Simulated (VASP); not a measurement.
# TaN (Fm-3m) in VASP: a series of runs

TaN is run at these levels: r2SCAN, r2SCAN+D3(BJ); tasks: single point.

Program: VASP 6.6.1. These are calculated values, not measurements. Logs are shortened: lines on timing, memory, paths and dates and some standing lists are left out, and cuts for length are marked.

## 1. The cell of the first run

It takes space group Fm-3m (No. 225, cubic). The conventional cell has a = 4.396 Å, b = 4.396 Å, c = 4.396 Å, α = 90.00°, β = 90.00°, γ = 90.00°. Within 2.9 Å of Ta (site symmetry m-3m) lie 6 N at 2.20 Å. Within 2.9 Å of N (site symmetry m-3m) lie 6 Ta at 2.20 Å.

## 2. Single point, r2SCAN

Contents of POSCAR:

```
TaN
1.0
    0.0000000000      2.1979111207      2.1979111207
    2.1979111207      0.0000000000      2.1979111207
    2.1979111207      2.1979111207      0.0000000000
Ta N
1 1
Direct
    0.5000000000      0.5000000000      0.5000000000
    0.0000000000      0.0000000000      0.0000000000
```

Contents of INCAR.step1:

```
ALGO     = Normal         # electronic algorithm
EDIFF    = 1E-4           # SCF threshold, eV
ENCUT    = 520            # plane-wave cutoff, eV
GGA      = PE             # functional
ISMEAR   = -1             # smearing method
LASPH    = True           # aspherical terms in the spheres
LCHARG   = False          # write CHGCAR
LREAL    = False          # projectors in reciprocal space
LWAVE    = True           # write WAVECAR
NBANDS   = 15             # bands
NELM     = 100            # most SCF steps
PREC     = Accurate       # precision mode
SIGMA    = 0.05           # smearing width, eV
```

Contents of INCAR.step2:

```
ALGO     = Normal         # electronic algorithm
EDIFF    = 1E-6           # SCF threshold, eV
ENCUT    = 520            # plane-wave cutoff, eV
ISIF     = 2              # what is computed and relaxed
ISMEAR   = -1             # smearing method
ISTART   = 1            
LASPH    = True           # aspherical terms in the spheres
LCHARG   = False          # write CHGCAR
LMIXTAU  = True         
LREAL    = False          # projectors in reciprocal space
LWAVE    = False          # write WAVECAR
METAGGA  = R2SCAN         # meta-GGA
NBANDS   = 15             # bands
NELM     = 100            # most SCF steps
PREC     = Accurate       # precision mode
SIGMA    = 0.05           # smearing width, eV
```

Contents of KPOINTS:

```
k-points
0
Gamma
  10 10 10
```

Potentials or basis: VASP PAW PBE potentials, release 64 (Ta_pv, N).

The run is started by

```bash
> cat potpaw_PBE.64/Ta_pv/POTCAR potpaw_PBE.64/N/POTCAR > POTCAR
> cp INCAR.step1 INCAR
> mpirun -np 1 vasp_std > vasp.out
> cp INCAR.step2 INCAR
> mpirun -np 1 vasp_std > vasp.out
```

OUTCAR:

```text
EDIFF = 1E-6
   ENCUT = 520
   ISIF = 2
   ISMEAR = -1
   ISTART = 1
   LASPH = True
   LREAL = False
   METAGGA = R2SCAN
   NELM = 100
   PREC = Accurate

 ion  position               nearest neighbor table
   1  0.500  0.500  0.500-   2 2.20   2 2.20   2 2.20   2 2.20   2 2.20   2 2.20
   2  0.000  0.000  0.000-   1 2.20   1 2.20   1 2.20   1 2.20   1 2.20   1 2.20

  LATTYP: Found a face centered cubic cell.
 ALAT       =     4.3958222414

  Lattice vectors:

 A1 = (   0.0000000000,   2.1979111207,   2.1979111207)
 A2 = (   2.1979111207,   0.0000000000,   2.1979111207)
 A3 = (   2.1979111207,   2.1979111207,   0.0000000000)

Analysis of symmetry for initial positions (statically):
=====================================================================
 Subroutine PRICEL returns:
 Original cell was already a primitive cell.

 Routine SETGRP: Setting up the symmetry group for a
 face centered cubic supercell.

 Subroutine GETGRP returns: Found 48 space group operations
 (whereof 48 operations were pure point group operations)
 out of a pool of 48 trial point group operations.

The static configuration has the point symmetry O_h .

Analysis of symmetry for dynamics (positions and initial velocities):
=====================================================================
 Subroutine PRICEL returns:
 Original cell was already a primitive cell.

 Routine SETGRP: Setting up the symmetry group for a
 face centered cubic supercell.

 Subroutine GETGRP returns: Found 48 space group operations
 (whereof 48 operations were pure point group operations)
 out of a pool of 48 trial point group operations.

The dynamic configuration has the point symmetry O_h .

 Subroutine INISYM returns: Found 48 space group operations
 (whereof 48 operations are pure point group operations),
 and found     1 'primitive' translations

----------------------------------------------------------------------------------------

                                     Primitive cell

  volume of cell :      21.2354

  direct lattice vectors                    reciprocal lattice vectors
     0.000000000  2.197911121  2.197911121    -0.227488726  0.227488726  0.227488726
     2.197911121  0.000000000  2.197911121     0.227488726 -0.227488726  0.227488726
     2.197911121  2.197911121  0.000000000     0.227488726  0.227488726 -0.227488726

  length of vectors
     3.108315716  3.108315716  3.108315716     0.394022031  0.394022031  0.394022031

  position of ions in fractional coordinates (direct lattice)
     0.500000000  0.500000000  0.500000000
     0.000000000  0.000000000  0.000000000

  ion indices of the primitive-cell ions
   primitive index   ion index
                 1           1
                 2           2

----------------------------------------------------------------------------------------

 KPOINTS: k-points

Automatic generation of k-mesh.
 Grid dimensions read from file:
 generate k-points for:   10   10   10

 Generating k-lattice:

  Cartesian coordinates                     Fractional coordinates (reciprocal lattice)
    -0.022748873  0.022748873  0.022748873     0.100000000  0.000000000  0.000000000
     0.022748873 -0.022748873  0.022748873     0.000000000  0.100000000  0.000000000
     0.022748873  0.022748873 -0.022748873     0.000000000  0.000000000  0.100000000

  Length of vectors
     0.039402203  0.039402203  0.039402203

  Shift w.r.t. Gamma in fractional coordinates (k-lattice)
     0.000000000  0.000000000  0.000000000

 Subroutine IBZKPT returns following result:
 ===========================================

 Found     47 irreducible k-points:

 Following reciprocal coordinates:
            Coordinates               Weight
  0.000000  0.000000  0.000000      1.000000
  0.100000  0.000000  0.000000      8.000000
  0.200000  0.000000  0.000000      8.000000
  0.300000  0.000000  0.000000      8.000000
  0.400000  0.000000  0.000000      8.000000
  0.500000  0.000000  0.000000      4.000000
[... 16 lines left out ...]
  0.300000  0.300000  0.000000      6.000000
  0.400000  0.300000  0.000000     24.000000
 [... further k-points ...]
   k-points           NKPTS =     47   k-points in BZ     NKDIM =     47   number of bands    NBANDS=     15
   number of dos      NEDOS =    301   number of ions     NIONS =      2
   total plane-waves  NPLWV =  13824
   dimension x,y,z NGX =    24 NGY =   24 NGZ =   24
   dimension x,y,z NGXF=    48 NGYF=   48 NGZF=   48
   ions per type =               1   1
   NGX,Y,Z   is equivalent  to a cutoff of  12.84, 12.84, 12.84 a.u.
   NGXF,Y,Z  is equivalent  to a cutoff of  25.67, 25.67, 25.67 a.u.
 SYSTEM =  unknown system
   PREC   = accura    normal or accurate (medium, high low for compatibility)
   ISTART =      1    job   : 0-new  1-cont  2-samecut
   ICHARG =      0    charge: 1-file 2-atom 10-const
   ISPIN  =      1    spin polarized calculation?
   LNONCOLLINEAR =      F non collinear calculations
   LSORBIT =      F    spin-orbit coupling
   LASPH  =      T    aspherical Exc in radial PAW
   ENCUT  =  520.0 eV  38.22 Ry    6.18 a.u.   5.78  5.78  5.78*2*pi/ulx,y,z
   NELM   =    100;   NELMIN=  2; NELMDL=  0     # of ELM steps
   EDIFF  = 0.1E-05   stopping-criterion for ELM
   LREAL  =      F    real-space projection
   EDIFFG = 0.1E-04   stopping-criterion for IOM
   NSW    =      0    number of steps for IOM
   IBRION =     -1    ionic relax: 0-MD 1-quasi-New 2-CG
   NFREE  =      0    steps in history (QN), initial steepest desc. (CG)
   ISIF   =      2    stress and relaxation
   ISYM   =      2    0-nonsym 1-usesym 2-fastsym
   POTIM  = 0.5000    time-step for ionic-motion
   TEBEG  =    0.0;   TEEND  =   0.0 temperature during run
   PSTRESS=    0.0 pullay stress
   NELECT =      16.0000    total number of electrons
   NUPDOWN=      -1.0000    fix difference up-down
   EMIN   =  10.00;   EMAX   =-10.00  energy-range for DOS
   EFERMI =   0.00;   METHOD = LEGACY
   ISMEAR =    -1;   SIGMA  =   0.05  broadening in eV -4-tet -1-fermi 0-gaus
   EFERMI_NEDOS =   21; number of points for ismear=-14 and -15
   IALGO  =     38    algorithm
   IMIX   =      4    mixing-type and parameters
     AMIX     =   0.40;   BMIX     =  1.00
     AMIX_MAG =   1.60;   BMIX_MAG =  1.00
  volume/ion in A,a.u.               =      10.62        71.65
  Fermi-wavevector in a.u.,A,eV,Ry     =   1.489686  2.815098 30.193559  2.219164
  Thomas-Fermi vector in A             =   2.602563
   LORBIT       =      0    0 simple, 1 ext, 2 COOP (PROOUT), +10 PAW based schemes
   METAGGA = R2SCAN    functional components
   LHFCALC =     F    Hartree Fock is set to
   AEXX    =    0.0000 exact exchange contribution
   IVDW    =     0    specifies the selected vdW correction
   LEPSILON=     F    determine dielectric tensor
   LRPA    =     F    only Hartree local field effects (RPA)
 non-spin polarized calculation
  energy-cutoff  :      520.00
  volume of cell :       21.24
 maximum number of plane-waves:       588
   NGX = 11   NGY = 11   NGZ = 11

 number of electron      16.0000002 magnetization

 Free energy of the ion-electron system (eV)
  ---------------------------------------------------
  ext. energy  EPLUGINS =         0.00000000
  ---------------------------------------------------
  free energy    TOTEN  =       -59.64018955 eV

  energy without entropy =      -59.63451613  energy(sigma->0) =      -59.63735284

 E-fermi :   9.6528     XC(G=0): -14.4669

 val. band max:        9.5462498058   @ k =  -0.2000   0.2000   0.0000
 cond. band min:       9.6899790325   @ k =  -0.3000   0.3000   0.1000
 fundamental gap:      0.1437292266
 Fermi energy:         9.6528090014

 k-point     1 :       0.0000    0.0000    0.0000
  band No.  band energies     occupation
      1     -27.5340      2.00000
      2     -27.5340      2.00000
      3     -27.5340      2.00000
      4     -10.3913      2.00000
      5       5.4881      2.00000
      6       5.4881      2.00000
      7       5.4881      2.00000
      8       7.4539      2.00000
      9       7.4539      2.00000
     10       7.4539      2.00000
     11       9.7519      0.24232
     12       9.7519      0.24232
     13      11.4194      0.00000
     14      19.1615      0.00000
     15      19.6033      0.00000

 k-point     2 :       0.1000    0.0000    0.0000
  band No.  band energies     occupation
      1     -27.6250      2.00000
      2     -27.5420      2.00000
      3     -27.5420      2.00000
      4     -10.1481      2.00000
      5       4.3721      2.00000
      6       4.7383      2.00000
      7       4.7383      2.00000
      8       7.8202      2.00000
      9       7.8202      2.00000
     10       7.8891      2.00000
     11      10.6858      0.00000
     12      10.6858      0.00000
     13      12.1401      0.00000
     14      19.1612      0.00000
     15      20.3468      0.00000

 k-point     3 :       0.2000    0.0000    0.0000
  band No.  band energies     occupation
      1     -27.8559      2.00000
      2     -27.5627      2.00000
      3     -27.5627      2.00000
      4      -9.4864      2.00000
      5       2.4810      2.00000
      6       3.5131      2.00000
      7       3.5131      2.00000
      8       8.4723      2.00000
      9       8.6593      2.00000
     10       8.6594      2.00000
     11      12.6388      0.00000
     12      12.6388      0.00000
     13      13.6563      0.00000
     14      19.1609      0.00000
     15      22.0288      0.00000
[... 343 lines left out ...]
 k-point    23 :       0.3000    0.3000    0.0000
  band No.  band energies     occupation
      1     -28.0543      2.00000
      2     -27.7245      2.00000
      3     -27.7245      2.00000
      4      -8.9767      2.00000
      5       1.0139      2.00000
      6       4.3774      2.00000
      7       4.3774      2.00000
      8       4.9256      2.00000
      9      11.0210      0.00000
     10      12.0863      0.00000
     11      12.0863      0.00000
     12      12.8170      0.00000
     13      18.4473      0.00000
     14      19.1614      0.00000
     15      23.3611      0.00000

 k-point    24 :       0.4000    0.3000    0.0000
  band No.  band energies     occupation
      1     -28.1577      2.00000
      2     -27.7811      2.00000
      3     -27.7546      2.00000
      4      -8.8449      2.00000
      5       1.2351      2.00000
      6       3.4099      2.00000
      7       4.0573      2.00000
      8       5.5831      2.00000
      9      11.8904      0.00000
     10      12.5911      0.00000
     11      12.6801      0.00000
     12      13.7796      0.00000
     13      18.5376      0.00000
     14      19.1625      0.00000
     15      21.0138      0.00000

 [... further k-points ...]

------------------------ aborting loop because EDIFF is reached ----------------------------------------

  FORCE on cell =-STRESS in cart. coord.  units (eV):
  Direction    XX          YY          ZZ          XY          YZ          ZX
  --------------------------------------------------------------------------------------
  -------------------------------------------------------------------------------------
  Total        0.2579964      0.2579964      0.2579964      0.0000000     -0.0000000      0.0000000
  in kB       19.4654240     19.4654240     19.4654240      0.0000000     -0.0000000      0.0000000
  external PRESSURE =      19.4654240 kB  Pullay stress =       0.0000000 kB

 VOLUME and BASIS-vectors are now :
 -----------------------------------------------------------------------------
  energy-cutoff  :      520.00
  volume of cell :       21.24
      direct lattice vectors                 reciprocal lattice vectors
     0.000000000  2.197911121  2.197911121    -0.227488726  0.227488726  0.227488726
     2.197911121  0.000000000  2.197911121     0.227488726 -0.227488726  0.227488726
     2.197911121  2.197911121  0.000000000     0.227488726  0.227488726 -0.227488726

 POSITION                                       TOTAL-FORCE (eV/Angst)
 -----------------------------------------------------------------------------------
      2.19791      2.19791      2.19791         0.000000     -0.000000     -0.000000
      0.00000      0.00000      0.00000        -0.000000      0.000000      0.000000
 -----------------------------------------------------------------------------------
    total drift:                                0.000000     -0.000000     -0.000000

  FREE ENERGIE OF THE ION-ELECTRON SYSTEM (eV)
  ---------------------------------------------------
  free  energy   TOTEN  =       -59.6401895503 eV

  energy  without entropy=      -59.6345161271  energy(sigma->0) =      -59.63735284
```

It took 71 s on 1 thread of Intel Xeon 8259CL, shared host; peak memory 0.15 GiB.

What came out:

```
Free energy            : -59.6402 eV
Pressure               : 1.9 GPa
Band gap on the k mesh : zero (bands 8 and 9 overlap by 4.10 eV)
```

Levels at points of the mesh, in eV from the Fermi level:
```
           k point  band 6  band 7  band 8  band 9  band 10  band 11
(0.00, 0.00, 0.00)   -4.16   -4.16   -2.20   -2.20    -2.20     0.10
(0.50, 0.00, 0.00)   -8.03   -8.03    1.90    1.90     2.05     4.06
(0.50, 0.50, 0.00)   -5.66   -5.02   -5.02    2.18     3.52     3.52
```

Caveat: the PAW data sets were made with another functional, which shifts forces and pressure a little; spin-orbit coupling is left out, which moves the levels of the heavy elements.

## 3. Single point, r2SCAN

POSCAR is that of step 2.

Contents of INCAR.step1:

```
SYSTEM = TaN
PREC = Accurate
ENCUT = 520
ISMEAR = -1
SIGMA = 0.05
LREAL = .FALSE.
LASPH = .TRUE.
NELM = 100
NBANDS = 15
GGA = PE
ALGO = Normal
EDIFF = 1E-4
LWAVE = .TRUE.
LCHARG = .FALSE.
```

Contents of INCAR.step2:

```
SYSTEM = TaN
PREC = Accurate
ENCUT = 520
EDIFF = 1E-6
ISMEAR = -1
SIGMA = 0.05
LREAL = .FALSE.
LASPH = .TRUE.
NELM = 100
ALGO = Normal
ISIF = 2
LWAVE = .FALSE.
LCHARG = .FALSE.
METAGGA = R2SCAN
LMIXTAU = .TRUE.
NBANDS = 15
ISTART = 1
```

Contents of KPOINTS:

```
Automatic mesh
0
G
  10 10 10
  0 0 0
```

Potentials or basis: VASP PAW PBE potentials, release 64 (Ta_pv, N).

The run is started by

```bash
> cat potpaw_PBE.64/Ta_pv/POTCAR potpaw_PBE.64/N/POTCAR > POTCAR
> cp INCAR.step1 INCAR
> mpirun -np 1 vasp_std > vasp.out
> cp INCAR.step2 INCAR
> mpirun -np 1 vasp_std > vasp.out
```

Run time: 78 s. Hardware: 1 thread of Intel Xeon 8259CL, shared host; peak memory 0.15 GiB.

Results (log left out):

* Free energy: -59.6402 eV
* Pressure: 1.9 GPa
* Band gap on the k mesh: zero (bands 8 and 9 overlap by 4.10 eV)

Levels at points of the mesh, in eV from the Fermi level:
```
           k point  band 4  band 5  band 6  band 7  band 8  band 9  band 10  band 11  band 12  band 13
(0.00, 0.00, 0.00)  -20.04   -4.16   -4.16   -4.16   -2.20   -2.20    -2.20     0.10     0.10     1.77
(0.50, 0.00, 0.00)  -17.02  -10.87   -8.03   -8.03    1.90    1.90     2.05     4.06     7.81     7.81
(0.50, 0.50, 0.00)  -18.81   -7.11   -5.66   -5.02   -5.02    2.18     3.52     3.52     4.70     7.37
```

Caveat: the PAW data sets were made with another functional, which shifts forces and pressure a little; spin-orbit coupling is left out, which moves the levels of the heavy elements.

## 4. Single point, r2SCAN+D3(BJ)

This run uses another cell than the first one, of 10.52 Å³/atom.

Contents of POSCAR:

```
TaN
1.0
    0.0000000000      2.1908644818      2.1908644818
    2.1908644818      0.0000000000      2.1908644818
    2.1908644818      2.1908644818      0.0000000000
Ta N
1 1
Direct
    0.5000000000      0.5000000000      0.5000000000
    0.0000000000      0.0000000000      0.0000000000
```

Contents of INCAR.step1:

```
PREC     = Accurate       # precision mode
ENCUT    = 520            # plane-wave cutoff, eV
ISMEAR   = -1             # smearing method
SIGMA    = 0.05           # smearing width, eV
LREAL    = F              # projectors in reciprocal space
LASPH    = T              # aspherical terms in the spheres
NELM     = 100            # most SCF steps
NBANDS   = 15             # bands
GGA      = PE             # functional
ALGO     = Normal         # electronic algorithm
EDIFF    = 1E-4           # SCF threshold, eV
LWAVE    = T              # write WAVECAR
LCHARG   = F              # write CHGCAR
```

Contents of INCAR.step2:

```
PREC     = Accurate       # precision mode
ENCUT    = 520            # plane-wave cutoff, eV
EDIFF    = 1E-7           # SCF threshold, eV
ISMEAR   = -1             # smearing method
SIGMA    = 0.05           # smearing width, eV
LREAL    = F              # projectors in reciprocal space
LASPH    = T              # aspherical terms in the spheres
NELM     = 100            # most SCF steps
ALGO     = Normal         # electronic algorithm
ISIF     = 2              # what is computed and relaxed
LWAVE    = F              # write WAVECAR
LCHARG   = F              # write CHGCAR
METAGGA  = R2SCAN         # meta-GGA
LMIXTAU  = T            
IVDW     = 12             # dispersion correction
VDW_S6   = 1.0          
VDW_S8   = 0.78981345   
VDW_A1   = 0.49484001   
VDW_A2   = 5.73083694   
NBANDS   = 15             # bands
ISTART   = 1
```

Contents of KPOINTS:

```
Automatic mesh
0
Gamma
  10 10 10
```

The run is started by

```bash
> cat potpaw_PBE.64/Ta_pv/POTCAR potpaw_PBE.64/N/POTCAR > POTCAR
> cp INCAR.step1 INCAR
> mpirun -np 1 vasp_std > vasp.out
> cp INCAR.step2 INCAR
> mpirun -np 1 vasp_std > vasp.out
```

Run time: 70 s. Hardware: 1 thread of Intel Xeon 8259CL, shared host; peak memory 0.16 GiB.

The run converged. Its results:

```
Free energy                : -60.0868 eV
Pressure                   : 2.0 GPa
Band gap on the k mesh     : zero (bands 8 and 9 overlap by 4.15 eV)
Dispersion energy per atom : -0.226 eV
```

Levels at points of the mesh, in eV from the Fermi level:
| k point | band 5 | band 6 | band 7 | band 8 | band 9 | band 10 | band 11 | band 12 |
| --- | --- | --- | --- | --- | --- | --- | --- | --- |
| (0.00, 0.00, 0.00) | -4.19 | -4.19 | -4.19 | -2.23 | -2.23 | -2.23 | 0.10 | 0.10 |
| (0.50, 0.00, 0.00) | -10.95 | -8.10 | -8.10 | 1.93 | 1.93 | 2.08 | 4.09 | 7.92 |
| (0.50, 0.50, 0.00) | -7.13 | -5.73 | -5.05 | -5.05 | 2.21 | 3.58 | 3.58 | 4.80 |

Caveat: the PAW data sets were made with another functional, which shifts forces and pressure a little; spin-orbit coupling is left out, which moves the levels of the heavy elements.
